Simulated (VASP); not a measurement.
# Li (P2_13) in VASP: a series of runs, part 2 of 2

VASP 6.6.1. The steps go on from the part before.

## 5. Single point, LDA (functional LDA, strained)

File INCAR:

```
SYSTEM = Li
ALGO = Normal ; EDIFF = 1E-6
ENCUT = 520 ; ISIF = 2
ISMEAR = 0 ; LASPH = .TRUE.
LCHARG = .FALSE. ; LREAL = .FALSE.
LWAVE = .FALSE. ; NBANDS = 14
NELM = 60 ; PREC = Accurate
SIGMA = 0.1
```

File KPOINTS:

```
k-points
0
G
  10 10 10
  0 0 0
```

File POSCAR:

```
Li
1.0
    4.5660240636      0.0000000000      0.0000000000
    0.0000000000      4.5660240636      0.0000000000
    0.0000000000      0.0000000000      4.5660240636
Li
4
Direct
    0.8745680000      0.1254320000      0.6254320000
    0.3745680000      0.3745680000      0.3745680000
    0.1254320000      0.6254320000      0.8745680000
    0.6254320000      0.8745680000      0.1254320000
```

Potentials or basis: VASP PAW LDA potentials, release 64 (Li_sv).

Command:

```bash
cat potpaw_LDA.64/Li_sv/POTCAR > POTCAR
mpirun -np 1 vasp_std > vasp.out
```

OUTCAR:

```text
SYSTEM = Li
   EDIFF = 1E-6
   ENCUT = 520
   ISIF = 2
   ISMEAR = 0
   LASPH = .TRUE.
   LREAL = .FALSE.
   NELM = 60
   PREC = Accurate

 ion  position               nearest neighbor table
   1  0.875  0.125  0.625-
   2  0.375  0.375  0.375-
   3  0.125  0.625  0.875-
   4  0.625  0.875  0.125-

  LATTYP: Found a simple cubic cell.
 ALAT       =     4.5660240636

  Lattice vectors:

 A1 = (   4.5660240636,   0.0000000000,   0.0000000000)
 A2 = (   0.0000000000,   4.5660240636,   0.0000000000)
 A3 = (   0.0000000000,   0.0000000000,   4.5660240636)

Analysis of symmetry for initial positions (statically):
=====================================================================
 Subroutine PRICEL returns:
 Original cell was already a primitive cell.

 Routine SETGRP: Setting up the symmetry group for a
 simple cubic supercell.

 Subroutine GETGRP returns: Found 12 space group operations
 (whereof  3 operations were pure point group operations)
 out of a pool of 48 trial point group operations.

The static configuration has the point symmetry C_3 .
 The point group associated with its full space group is T   .

Analysis of symmetry for dynamics (positions and initial velocities):
=====================================================================
 Subroutine PRICEL returns:
 Original cell was already a primitive cell.

 Routine SETGRP: Setting up the symmetry group for a
 simple cubic supercell.

 Subroutine GETGRP returns: Found 12 space group operations
 (whereof  3 operations were pure point group operations)
 out of a pool of 48 trial point group operations.

The dynamic configuration has the point symmetry C_3 .
 The point group associated with its full space group is T   .

 Subroutine INISYM returns: Found 12 space group operations
 (whereof  3 operations are pure point group operations),
 and found     1 'primitive' translations

----------------------------------------------------------------------------------------

                                     Primitive cell

  volume of cell :      95.1951

  direct lattice vectors                    reciprocal lattice vectors
     4.566024064  0.000000000  0.000000000     0.219008920  0.000000000  0.000000000
     0.000000000  4.566024064  0.000000000     0.000000000  0.219008920  0.000000000
     0.000000000  0.000000000  4.566024064     0.000000000  0.000000000  0.219008920

  length of vectors
     4.566024064  4.566024064  4.566024064     0.219008920  0.219008920  0.219008920

  position of ions in fractional coordinates (direct lattice)
     0.874568000  0.125432000  0.625432000
     0.374568000  0.374568000  0.374568000
     0.125432000  0.625432000  0.874568000
     0.625432000  0.874568000  0.125432000

  ion indices of the primitive-cell ions
   primitive index   ion index
                 1           1
                 2           2
                 3           3
                 4           4

----------------------------------------------------------------------------------------

 KPOINTS: k-points

Automatic generation of k-mesh.
 Grid dimensions read from file:
 generate k-points for:   10   10   10
[... 25 lines left out ...]
  0.400000  0.000000  0.000000      6.000000
  0.500000  0.000000  0.000000      3.000000
[... 16 lines left out ...]
  0.300000  0.300000  0.000000     12.000000
  0.400000  0.300000  0.000000     12.000000
 [... further k-points ...]
   k-points           NKPTS =     76   k-points in BZ     NKDIM =     76   number of bands    NBANDS=     14
   number of dos      NEDOS =    301   number of ions     NIONS =      4
   total plane-waves  NPLWV =  46656
   dimension x,y,z NGX =    36 NGY =   36 NGZ =   36
   dimension x,y,z NGXF=    72 NGYF=   72 NGZF=   72
   ions per type =               4
   NGX,Y,Z   is equivalent  to a cutoff of  13.11, 13.11, 13.11 a.u.
   NGXF,Y,Z  is equivalent  to a cutoff of  26.21, 26.21, 26.21 a.u.
 SYSTEM =  Li
   PREC   = accura    normal or accurate (medium, high low for compatibility)
   ISTART =      0    job   : 0-new  1-cont  2-samecut
   ICHARG =      2    charge: 1-file 2-atom 10-const
   ISPIN  =      1    spin polarized calculation?
   LNONCOLLINEAR =      F non collinear calculations
   LSORBIT =      F    spin-orbit coupling
   LASPH  =      T    aspherical Exc in radial PAW
   ENCUT  =  520.0 eV  38.22 Ry    6.18 a.u.   8.49  8.49  8.49*2*pi/ulx,y,z
   NELM   =     60;   NELMIN=  2; NELMDL= -5     # of ELM steps
   EDIFF  = 0.1E-05   stopping-criterion for ELM
   LREAL  =      F    real-space projection
   EDIFFG = 0.1E-04   stopping-criterion for IOM
   NSW    =      0    number of steps for IOM
   IBRION =     -1    ionic relax: 0-MD 1-quasi-New 2-CG
   NFREE  =      0    steps in history (QN), initial steepest desc. (CG)
   ISIF   =      2    stress and relaxation
   ISYM   =      2    0-nonsym 1-usesym 2-fastsym
   POTIM  = 0.5000    time-step for ionic-motion
   TEBEG  =    0.0;   TEEND  =   0.0 temperature during run
   PSTRESS=    0.0 pullay stress
   NELECT =      12.0000    total number of electrons
   NUPDOWN=      -1.0000    fix difference up-down
   EMIN   =  10.00;   EMAX   =-10.00  energy-range for DOS
   EFERMI =   0.00;   METHOD = LEGACY
   ISMEAR =     0;   SIGMA  =   0.10  broadening in eV -4-tet -1-fermi 0-gaus
   EFERMI_NEDOS =   21; number of points for ismear=-14 and -15
   IALGO  =     38    algorithm
   IMIX   =      4    mixing-type and parameters
     AMIX     =   0.40;   BMIX     =  1.00
     AMIX_MAG =   1.60;   BMIX_MAG =  1.00
  volume/ion in A,a.u.               =      23.80       160.60
  Fermi-wavevector in a.u.,A,eV,Ry     =   0.820850  1.551181  9.167530  0.673794
  Thomas-Fermi vector in A             =   1.931905
   LORBIT       =      0    0 simple, 1 ext, 2 COOP (PROOUT), +10 PAW based schemes
   GGA     = CA    functional components
   LHFCALC =     F    Hartree Fock is set to
   AEXX    =    0.0000 exact exchange contribution
   IVDW    =     0    specifies the selected vdW correction
   LEPSILON=     F    determine dielectric tensor
   LRPA    =     F    only Hartree local field effects (RPA)
 non-spin polarized calculation
 Gauss-broadening in eV      SIGMA  =   0.10
  energy-cutoff  :      520.00
  volume of cell :       95.20
 maximum number of plane-waves:      2582
 NGX is ok and might be reduce to    36
   NGX = 17   NGY = 17   NGZ = 17

 number of electron      12.0000032 magnetization

 Free energy of the ion-electron system (eV)
  ---------------------------------------------------
  ext. energy  EPLUGINS =         0.00000000
  ---------------------------------------------------
  free energy    TOTEN  =        -7.07710265 eV

  energy without entropy =       -7.06902614  energy(sigma->0) =       -7.07306439

 E-fermi :   0.3623     XC(G=0):  -6.7397

 val. band max:        0.3489309759   @ k =   0.5000   0.5000   0.3000
 cond. band min:       0.3819257535   @ k =  -0.4000   0.5000   0.0000
 fundamental gap:      0.0329947776
 Fermi energy:         0.3623422021

 k-point     1 :       0.0000    0.0000    0.0000
  band No.  band energies     occupation
      1     -46.0813      2.00000
      2     -46.0466      2.00000
      3     -46.0466      2.00000
      4     -46.0466      2.00000
      5      -3.0813      2.00000
      6       2.2567      0.00000
      7       2.2567      0.00000
      8       2.2567      0.00000
      9       2.5619      0.00000
     10       2.5619      0.00000
     11       2.5619      0.00000
     12       7.7493      0.00000
     13       7.7493      0.00000
     14       8.1269      0.00000
[... 377 lines left out ...]
      1     -46.0684      2.00000
      2     -46.0622      2.00000
      3     -46.0463      2.00000
      4     -46.0441      2.00000
      5      -1.7199      2.00000
      6      -0.6633      2.00000
      7       0.5837      0.00175
      8       1.5114      0.00000
      9       3.3397      0.00000
     10       3.5746      0.00000
     11       5.3249      0.00000
     12       5.6580      0.00000
     13       6.7722      0.00000
     14       7.5128      0.00000

 [... further k-points ...]
[... 5 lines left out ...]
  --------------------------------------------------------------------------------------
  -------------------------------------------------------------------------------------
  Total       -0.7505543     -0.7505543     -0.7505543     -0.0000000      0.0000000      0.0000000
  in kB      -12.6321743    -12.6321743    -12.6321743     -0.0000000      0.0000000      0.0000000
  external PRESSURE =     -12.6321743 kB  Pullay stress =       0.0000000 kB

 VOLUME and BASIS-vectors are now :
 -----------------------------------------------------------------------------
  energy-cutoff  :      520.00
  volume of cell :       95.20
      direct lattice vectors                 reciprocal lattice vectors
     4.566024064  0.000000000  0.000000000     0.219008920  0.000000000  0.000000000
     0.000000000  4.566024064  0.000000000     0.000000000  0.219008920  0.000000000
     0.000000000  0.000000000  4.566024064     0.000000000  0.000000000  0.219008920

 POSITION                                       TOTAL-FORCE (eV/Angst)
 -----------------------------------------------------------------------------------
      3.99330      0.57273      2.85574        -0.002387      0.002387      0.002387
      1.71029      1.71029      1.71029        -0.002387     -0.002387     -0.002387
      0.57273      2.85574      3.99330         0.002387      0.002387     -0.002387
      2.85574      3.99330      0.57273         0.002387     -0.002387      0.002387
 -----------------------------------------------------------------------------------
    total drift:                                0.000000      0.000000      0.000000

  FREE ENERGIE OF THE ION-ELECTRON SYSTEM (eV)
  ---------------------------------------------------
  free  energy   TOTEN  =        -7.0771026466 eV

  energy  without entropy=       -7.0690261372  energy(sigma->0) =       -7.07306439
```

OSZICAR:

```text
N       E                     dE             d eps       ncg     rms          rms(c)
DAV:   1     0.493549359176E+02    0.49355E+02   -0.56457E+03  2128   0.808E+02
DAV:   2     0.682884050261E+01   -0.42526E+02   -0.41318E+02  2428   0.200E+02
DAV:   3    -0.668325504553E+01   -0.13512E+02   -0.13250E+02  4142   0.487E+01
DAV:   4    -0.706071733085E+01   -0.37746E+00   -0.37706E+00  2834   0.161E+01
DAV:   5    -0.708468354810E+01   -0.23966E-01   -0.23964E-01  3486   0.273E+00    0.521E-01
DAV:   6    -0.707968615288E+01    0.49974E-02   -0.53985E-03  3502   0.489E-01    0.299E-01
DAV:   7    -0.707704123518E+01    0.26449E-02   -0.73965E-03  4056   0.355E-01    0.878E-02
DAV:   8    -0.707720863249E+01   -0.16740E-03   -0.63708E-04  2842   0.214E-01    0.892E-02
DAV:   9    -0.707710042663E+01    0.10821E-03   -0.10820E-04  3320   0.940E-02    0.321E-03
DAV:  10    -0.707710289798E+01   -0.24713E-05   -0.23377E-05  3012   0.322E-02    0.469E-03
DAV:  11    -0.707710264664E+01    0.25133E-06   -0.12410E-06  2550   0.927E-03
   1 F= -.70771026E+01 E0= -.70730644E+01  d E =-.807651E-02
```

Wall time 41 s (1 thread of AMD EPYC 9R45 (Zen 5), shared host); peak memory 0.17 GiB.

Results:

| Item | Value |
| --- | --- |
| Free energy | -7.0771 eV |
| Largest force | 0.004 eV/Å |
| Band gap on the k mesh | zero (band 6 reaches 2.26 eV, above the bottom of band 7 at 0.04 eV) |

Forces on the atoms (eV/Å):
```
Li  -0.002  0.002  0.002
Li  -0.002 -0.002 -0.002
Li   0.002  0.002 -0.002
Li   0.002 -0.002  0.002
```

Caveat: the cell differs from its parent crystal (functional LDA, strained); the cutoff is under 1.25 times the usual one of these potentials, so pressure, stress and relaxed cells hold a basis-set (Pulay) error.

## 6. Single point, PBEsol (strained)

File INCAR:

```
SYSTEM = Li
  PREC = Accurate
  ENCUT = 520
  EDIFF = 1E-6
  ISMEAR = 0
  SIGMA = 0.1
  LREAL = .FALSE.
  LASPH = .TRUE.
  NELM = 60
  ALGO = Normal
  ISIF = 2
  LWAVE = .FALSE.
  LCHARG = .FALSE.
  GGA = PS
  NBANDS = 14
```

File KPOINTS:

```
Automatic mesh
0
G
  10 10 10
  0 0 0
```

File POSCAR:

```
Li
1.0
    4.4421460780      0.0000000000      0.0000000000
    0.0000000000      4.4421460780      0.0000000000
    0.0000000000      0.0000000000      4.4421460780
Li
4
Direct
    0.8667912618      0.1332087382      0.6332087382
    0.3667912618      0.3667912618      0.3667912618
    0.1332087382      0.6332087382      0.8667912618
    0.6332087382      0.8667912618      0.1332087382
```

Potentials or basis: VASP PAW PBE potentials, release 64 (Li_sv).

Command:

```bash
cat potpaw_PBE.64/Li_sv/POTCAR > POTCAR
mpirun -np 1 vasp_std > vasp.out
```

It used 150 s of CPU time on 1 thread of AMD EPYC 7R13 Processor (Zen 3), with other jobs on the host.

Results (log left out):

```
Free energy            : -6.8298 eV
Largest force          : 0.090 eV/Å
Band gap on the k mesh : zero (band 6 reaches 2.66 eV, above the bottom of band 7 at 0.35 eV)
```

Forces on the atoms (eV/Å):
```
Li  -0.052  0.052  0.052
Li  -0.052 -0.052 -0.052
Li   0.052  0.052 -0.052
Li   0.052 -0.052  0.052
```

Levels at points of the mesh, in eV from the Fermi level:
| k point | band 4 | band 5 | band 6 | band 7 | band 8 | band 9 |
| --- | --- | --- | --- | --- | --- | --- |
| (0.00, 0.00, 0.00) | -46.65 | -3.66 | 2.00 | 2.00 | 2.00 | 2.32 |
| (0.50, 0.00, 0.00) | -46.65 | -2.21 | -2.21 | 2.29 | 2.29 | 3.33 |
| (0.50, 0.50, 0.00) | -46.65 | -1.15 | -1.15 | -0.31 | -0.31 | 3.81 |
| (0.50, 0.50, 0.50) | -46.67 | 0.02 | 0.02 | 0.02 | 0.02 | 1.75 |

Caveat: the cell differs from its parent crystal (strained); the cutoff is under 1.25 times the usual one of these potentials, so pressure, stress and relaxed cells hold a basis-set (Pulay) error; the PAW data sets were made with another functional, which shifts forces and pressure a little.

## 7. Overview

| level | potentials or basis | cell | gap on the mesh (eV) | largest force (eV/Å) |
| --- | --- | --- | --- | --- |
| r2SCAN | VASP PAW PBE potentials, release 64 (Li_sv) | a = 4.492 Å, 4 atoms | none | 0.06 |
| PBEsol | VASP PAW PBE potentials, release 64 (Li_sv) | a = 4.335 Å, 4 atoms | none | 0.09 |
| PBEsol | VASP PAW PBE potentials, release 64 (Li_sv) | a = 4.499 Å, 4 atoms | none | 0.05 |
| LDA | VASP PAW LDA potentials, release 64 (Li_sv) | a = 4.566 Å, 4 atoms | none | - |
| PBEsol | VASP PAW PBE potentials, release 64 (Li_sv) | a = 4.442 Å, 4 atoms | none | 0.09 |

Alike in all rows: task single point; no spin polarisation; k mesh 10 × 10 × 10; cutoff (eV) 520; smearing gaussian 0.1 eV.

Caveats: the cutoff is under 1.25 times the usual one of these potentials, so pressure, stress and relaxed cells hold a basis-set (Pulay) error; the PAW data sets were made with another functional, which shifts forces and pressure a little (some runs).

Total energies depend on the potentials used, so only differences within one code and one set of settings carry meaning.
